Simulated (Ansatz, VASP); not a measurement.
## TaN: VASP beside Ansatz

```xyz
2
Lattice="0.0000 2.2414 2.2414 2.2414 0.0000 2.2414 2.2414 2.2414 0.0000" Properties=species:S:1:pos:R:3 pbc="T T T"
Ta    2.2414    2.2414    2.2414
N     0.0000    0.0000    0.0000
```

Alike in both runs: task single point; functional r2SCAN; k mesh 16 × 16 × 16; occupations gaussian, width 0.1 eV; no spin polarisation.

```csv
,VASP,Ansatz
version,VASP 6.6.1,Ansatz 0.2.0
potentials or method,"VASP PAW PBE potentials, release 64 (Ta_pv, N), cutoff 520 eV","scalar-relativistic, plane waves, PAW"
valence electrons in the cell,16,18
```

```tsv
	VASP	Ansatz	Ansatz less VASP
gap on the k mesh at the Fermi level (eV)	none	none	-
pressure (GPa)	-16.5	-18.0	-1.54
```

VASP's potentials were made for PBE, not for r2SCAN. A gap of «none» marks a metal or a gap that the smearing closes. The functional is the same, so the differences come from potentials, cutoffs and numerics. VASP's potentials hold 16 valence electrons a cell and Ansatz's 18, so a difference there can come from the potentials and not from the codes.

Neither program's run includes spin-orbit coupling.
